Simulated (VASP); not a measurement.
# CdBi3O (Pm-3m) in VASP: further runs

CdBi3O is run at these levels: PBE; tasks: single point, relaxation of cell and atoms.

All numbers are computed with VASP 6.6.1; they aren't measurements. Logs are shortened: lines on timing, memory, paths and dates and some standing lists are left out, and cuts for length are marked.

## (1) The cell of the first run

It takes space group Pm-3m (No. 221, cubic). Conventional cell: a = 4.675 Å, b = 4.675 Å, c = 4.675 Å, α = 90.00°, β = 90.00°, γ = 90.00°. Cd (site symmetry m-3m) has 12 Bi at 3.31 Å and 8 O at 4.05 Å within 4.3 Å. Bi (site symmetry 4/mmm) has 2 O at 2.34 Å within 3.1 Å. O (site symmetry m-3m) has 6 Bi at 2.34 Å within 3.1 Å.

The cell was generated, and may not be a known phase.

## (2) Single point, PBE

File INCAR:

```
SYSTEM = CdBi3O
  ALGO = Normal
  EDIFF = 1E-6
  ENCUT = 600
  GGA = PE
  GGA_COMPAT = .False.
  ISIF = 2
  ISMEAR = 0
  LASPH = .True.
  LCHARG = .False.
  LREAL = .False.
  LWAVE = .False.
  NBANDS = 40
  NELM = 120
  PREC = Accurate
  SIGMA = 0.1
```

File KPOINTS:

```
k-points
0
Gamma
  4 4 4
  0 0 0
```

File POSCAR:

```
CdBi3O
1.0
    4.6750826500      0.0000000000      0.0000000000
    0.0000000000      4.6750826500      0.0000000000
    0.0000000000      0.0000000000      4.6750826500
Cd Bi O
1 3 1
Direct
    0.5000000000      0.5000000000      0.5000000000
    0.5000000000      0.0000000000      0.0000000000
    0.0000000000      0.5000000000      0.0000000000
    0.0000000000      0.0000000000      0.5000000000
    0.0000000000      0.0000000000      0.0000000000
```

Potentials or basis: VASP PAW PBE potentials, release 64 (Cd, Bi_d, O).

Launch:

```
$ cat potpaw_PBE.64/Cd/POTCAR potpaw_PBE.64/Bi_d/POTCAR potpaw_PBE.64/O/POTCAR > POTCAR
$ mpirun -np 1 vasp_std > vasp.out
```

OUTCAR:

```text
SYSTEM = CdBi3O
   EDIFF = 1E-6
   ENCUT = 600
   GGA = PE
   ISIF = 2
   ISMEAR = 0
   LASPH = .True.
   LREAL = .False.
   NELM = 120
   PREC = Accurate

 ion  position               nearest neighbor table
   1  0.500  0.500  0.500-   2 3.31   3 3.31   4 3.31   2 3.31   3 3.31   2 3.31   4 3.31   2 3.31
                             3 3.31   4 3.31   3 3.31   4 3.31
   2  0.500  0.000  0.000-   5 2.34   5 2.34   4 3.31   1 3.31   1 3.31   4 3.31   1 3.31   3 3.31
                             1 3.31   3 3.31   4 3.31   3 3.31   4 3.31   3 3.31
   3  0.000  0.500  0.000-   5 2.34   5 2.34   4 3.31   1 3.31   1 3.31   4 3.31   2 3.31   4 3.31
                             2 3.31   4 3.31   1 3.31   2 3.31   1 3.31   2 3.31
   4  0.000  0.000  0.500-   5 2.34   5 2.34   3 3.31   1 3.31   2 3.31   3 3.31   2 3.31   1 3.31
                             3 3.31   3 3.31   1 3.31   2 3.31   2 3.31   1 3.31
   5  0.000  0.000  0.000-   2 2.34   3 2.34   4 2.34   4 2.34   3 2.34   2 2.34

  LATTYP: Found a simple cubic cell.
 ALAT       =     4.6750826500

  Lattice vectors:

 A1 = (   4.6750826500,   0.0000000000,   0.0000000000)
 A2 = (   0.0000000000,   4.6750826500,   0.0000000000)
 A3 = (   0.0000000000,   0.0000000000,   4.6750826500)

Analysis of symmetry for initial positions (statically):
=====================================================================
 Subroutine PRICEL returns:
 Original cell was already a primitive cell.

 Routine SETGRP: Setting up the symmetry group for a
 simple cubic supercell.

 Subroutine GETGRP returns: Found 48 space group operations
 (whereof 48 operations were pure point group operations)
 out of a pool of 48 trial point group operations.

The static configuration has the point symmetry O_h .

Analysis of symmetry for dynamics (positions and initial velocities):
=====================================================================
 Subroutine PRICEL returns:
 Original cell was already a primitive cell.

 Routine SETGRP: Setting up the symmetry group for a
 simple cubic supercell.

 Subroutine GETGRP returns: Found 48 space group operations
 (whereof 48 operations were pure point group operations)
 out of a pool of 48 trial point group operations.

The dynamic configuration has the point symmetry O_h .

 Subroutine INISYM returns: Found 48 space group operations
 (whereof 48 operations are pure point group operations),
 and found     1 'primitive' translations

----------------------------------------------------------------------------------------

                                     Primitive cell

  volume of cell :     102.1805

  direct lattice vectors                    reciprocal lattice vectors
     4.675082650  0.000000000  0.000000000     0.213899962  0.000000000  0.000000000
     0.000000000  4.675082650  0.000000000     0.000000000  0.213899962  0.000000000
     0.000000000  0.000000000  4.675082650     0.000000000  0.000000000  0.213899962

  length of vectors
     4.675082650  4.675082650  4.675082650     0.213899962  0.213899962  0.213899962

  position of ions in fractional coordinates (direct lattice)
     0.500000000  0.500000000  0.500000000
     0.500000000  0.000000000  0.000000000
     0.000000000  0.500000000  0.000000000
     0.000000000  0.000000000  0.500000000
     0.000000000  0.000000000  0.000000000

  ion indices of the primitive-cell ions
   primitive index   ion index
                 1           1
                 2           2
                 3           3
                 4           4
                 5           5

----------------------------------------------------------------------------------------

 KPOINTS: k-points

Automatic generation of k-mesh.
 Grid dimensions read from file:
 generate k-points for:    4    4    4

 Generating k-lattice:

  Cartesian coordinates                     Fractional coordinates (reciprocal lattice)
     0.053474990  0.000000000  0.000000000     0.250000000  0.000000000  0.000000000
     0.000000000  0.053474990  0.000000000     0.000000000  0.250000000  0.000000000
     0.000000000  0.000000000  0.053474990     0.000000000  0.000000000  0.250000000

  Length of vectors
     0.053474990  0.053474990  0.053474990

  Shift w.r.t. Gamma in fractional coordinates (k-lattice)
     0.000000000  0.000000000  0.000000000

 Subroutine IBZKPT returns following result:
 ===========================================

 Found     10 irreducible k-points:

 Following reciprocal coordinates:
            Coordinates               Weight
  0.000000  0.000000  0.000000      1.000000
  0.250000  0.000000  0.000000      6.000000
  0.500000  0.000000  0.000000      3.000000
  0.250000  0.250000  0.000000     12.000000
  0.500000  0.250000  0.000000     12.000000
  0.500000  0.500000  0.000000      3.000000
  0.250000  0.250000  0.250000      8.000000
  0.500000  0.250000  0.250000     12.000000
  0.500000  0.500000  0.250000      6.000000
  0.500000  0.500000  0.500000      1.000000
   k-points           NKPTS =     10   k-points in BZ     NKDIM =     10   number of bands    NBANDS=     40
   number of dos      NEDOS =    301   number of ions     NIONS =      5
   total plane-waves  NPLWV =  64000
   dimension x,y,z NGX =    40 NGY =   40 NGZ =   40
   dimension x,y,z NGXF=    80 NGYF=   80 NGZF=   80
   ions per type =               1   3   1
   NGX,Y,Z   is equivalent  to a cutoff of  14.22, 14.22, 14.22 a.u.
   NGXF,Y,Z  is equivalent  to a cutoff of  28.45, 28.45, 28.45 a.u.
 SYSTEM =  CdBi3O
   PREC   = accura    normal or accurate (medium, high low for compatibility)
   ISTART =      0    job   : 0-new  1-cont  2-samecut
   ICHARG =      2    charge: 1-file 2-atom 10-const
   ISPIN  =      1    spin polarized calculation?
   LNONCOLLINEAR =      F non collinear calculations
   LSORBIT =      F    spin-orbit coupling
   LASPH  =      T    aspherical Exc in radial PAW
   ENCUT  =  600.0 eV  44.10 Ry    6.64 a.u.   9.34  9.34  9.34*2*pi/ulx,y,z
   NELM   =    120;   NELMIN=  2; NELMDL= -5     # of ELM steps
   EDIFF  = 0.1E-05   stopping-criterion for ELM
   LREAL  =      F    real-space projection
   EDIFFG = 0.1E-04   stopping-criterion for IOM
   NSW    =      0    number of steps for IOM
   IBRION =     -1    ionic relax: 0-MD 1-quasi-New 2-CG
   NFREE  =      0    steps in history (QN), initial steepest desc. (CG)
   ISIF   =      2    stress and relaxation
   ISYM   =      2    0-nonsym 1-usesym 2-fastsym
   POTIM  = 0.5000    time-step for ionic-motion
   TEBEG  =    0.0;   TEEND  =   0.0 temperature during run
   PSTRESS=    0.0 pullay stress
   NELECT =      63.0000    total number of electrons
   NUPDOWN=      -1.0000    fix difference up-down
   EMIN   =  10.00;   EMAX   =-10.00  energy-range for DOS
   EFERMI =   0.00;   METHOD = LEGACY
   ISMEAR =     0;   SIGMA  =   0.10  broadening in eV -4-tet -1-fermi 0-gaus
   EFERMI_NEDOS =   21; number of points for ismear=-14 and -15
   IALGO  =     38    algorithm
   IMIX   =      4    mixing-type and parameters
     AMIX     =   0.40;   BMIX     =  1.00
     AMIX_MAG =   1.60;   BMIX_MAG =  1.00
  volume/ion in A,a.u.               =      20.44       137.91
  Fermi-wavevector in a.u.,A,eV,Ry     =   1.393368  2.633083 26.415349  1.941473
  Thomas-Fermi vector in A             =   2.517021
   LORBIT       =      0    0 simple, 1 ext, 2 COOP (PROOUT), +10 PAW based schemes
   GGA     = PE    functional components
   LHFCALC =     F    Hartree Fock is set to
   AEXX    =    0.0000 exact exchange contribution
   IVDW    =     0    specifies the selected vdW correction
   LEPSILON=     F    determine dielectric tensor
   LRPA    =     F    only Hartree local field effects (RPA)
 non-spin polarized calculation
 Gauss-broadening in eV      SIGMA  =   0.10
  energy-cutoff  :      600.00
  volume of cell :      102.18
 maximum number of plane-waves:      3448
 NGX is ok and might be reduce to    40
   NGX = 19   NGY = 19   NGZ = 19

 number of electron      63.0000008 magnetization

 Free energy of the ion-electron system (eV)
  ---------------------------------------------------
  ext. energy  EPLUGINS =         0.00000000
  ---------------------------------------------------
  free energy    TOTEN  =       -16.55914775 eV

  energy without entropy =      -16.54848391  energy(sigma->0) =      -16.55381583

 E-fermi :   9.0156     XC(G=0): -11.4019

 val. band max:        8.9542797162   @ k =   0.5000   0.2500   0.2500
 cond. band min:       9.2105363282   @ k =   0.2500   0.0000   0.0000
 fundamental gap:      0.2562566120
 Fermi energy:         9.0155959832

 k-point     1 :       0.0000    0.0000    0.0000
  band No.  band energies     occupation
      1     -15.1330      2.00000
      2     -14.4361      2.00000
      3     -14.4361      2.00000
      4     -14.4361      2.00000
      5     -14.1841      2.00000
      6     -14.1841      2.00000
[... 32 lines left out ...]
     39      14.6223      0.00000
     40      15.1742      0.00000

 k-point     2 :       0.2500    0.0000    0.0000
  band No.  band energies     occupation
      1     -15.0134      2.00000
      2     -14.4319      2.00000
      3     -14.3818      2.00000
      4     -14.3818      2.00000
      5     -14.2337      2.00000
      6     -14.1814      2.00000
[... 32 lines left out ...]
     39      15.5082      0.00000
     40      16.3957      0.00000

 k-point     3 :       0.5000    0.0000    0.0000
  band No.  band energies     occupation
      1     -14.8641      2.00000
      2     -14.4275      2.00000
      3     -14.3119      2.00000
      4     -14.2472      2.00000
      5     -14.2472      2.00000
      6     -14.2424      2.00000
[... 251 lines left out ...]
  band No.  band energies     occupation
      1     -14.4729      2.00000
      2     -14.3962      2.00000
      3     -14.3962      2.00000
      4     -14.2687      2.00000
      5     -14.2612      2.00000
      6     -14.2612      2.00000
[... 32 lines left out ...]
     39      16.5267      0.00000
     40      16.5267      0.00000

 k-point    10 :       0.5000    0.5000    0.5000
  band No.  band energies     occupation
      1     -14.4188      2.00000
      2     -14.4188      2.00000
      3     -14.4188      2.00000
      4     -14.2684      2.00000
      5     -14.2684      2.00000
      6     -14.2684      2.00000
[... 32 lines left out ...]
     39      16.6970      0.00000
     40      16.6970      0.00000

------------------------ aborting loop because EDIFF is reached ----------------------------------------

  FORCE on cell =-STRESS in cart. coord.  units (eV):
  Direction    XX          YY          ZZ          XY          YZ          ZX
  --------------------------------------------------------------------------------------
  -------------------------------------------------------------------------------------
  Total       13.6030302     13.6030302     13.6030302      0.0000000      0.0000000     -0.0000000
  in kB      213.2938659    213.2938659    213.2938659      0.0000000      0.0000000     -0.0000000
  external PRESSURE =     213.2938659 kB  Pullay stress =       0.0000000 kB

 VOLUME and BASIS-vectors are now :
 -----------------------------------------------------------------------------
  energy-cutoff  :      600.00
  volume of cell :      102.18
      direct lattice vectors                 reciprocal lattice vectors
     4.675082650  0.000000000  0.000000000     0.213899962  0.000000000  0.000000000
     0.000000000  4.675082650  0.000000000     0.000000000  0.213899962  0.000000000
     0.000000000  0.000000000  4.675082650     0.000000000  0.000000000  0.213899962

 POSITION                                       TOTAL-FORCE (eV/Angst)
 -----------------------------------------------------------------------------------
      2.33754      2.33754      2.33754         0.000000      0.000000      0.000000
      2.33754      0.00000      0.00000         0.000000      0.000000      0.000000
      0.00000      2.33754      0.00000         0.000000      0.000000      0.000000
      0.00000      0.00000      2.33754         0.000000      0.000000      0.000000
      0.00000      0.00000      0.00000         0.000000      0.000000      0.000000
 -----------------------------------------------------------------------------------
    total drift:                               -0.000000      0.000000     -0.000000

  FREE ENERGIE OF THE ION-ELECTRON SYSTEM (eV)
  ---------------------------------------------------
  free  energy   TOTEN  =       -16.5591477543 eV

  energy  without entropy=      -16.5484839068  energy(sigma->0) =      -16.55381583
```

Run time: 34 s. Hardware: 1 thread of Intel Xeon Platinum 8559C (Emerald Rapids), shared host; peak memory 0.25 GiB.

Results:

- Free energy: -16.5591 eV
- Pressure: 21.3 GPa
- Band gap on the k mesh: zero (an odd number of electrons rules out a gap without spin polarisation)

Levels at points of the mesh, in eV from the Fermi level:
```tsv
k point	band 28	band 29	band 30	band 31	band 32	band 33	band 34	band 35	band 36	band 37
(0.00, 0.00, 0.00)	-2.02	-2.02	-2.02	-1.18	0.75	0.75	0.75	5.55	5.55	5.61
(0.50, 0.00, 0.00)	-2.73	-1.92	-1.92	-0.68	-0.24	-0.24	1.48	3.30	4.17	5.48
(0.50, 0.50, 0.00)	-3.50	-1.50	-1.50	-0.83	-0.83	-0.11	1.11	2.27	3.55	3.68
(0.50, 0.50, 0.50)	-3.19	-3.19	-3.19	-2.99	-2.09	3.67	3.67	4.76	4.76	4.76
```

Caveat: the cell stands under pressure; spin-orbit coupling is left out, which moves the levels of the heavy elements.

(Continued in part 2 of 2.)

The gap in the log of VASP goes by the Fermi energy; the results here count the filled bands.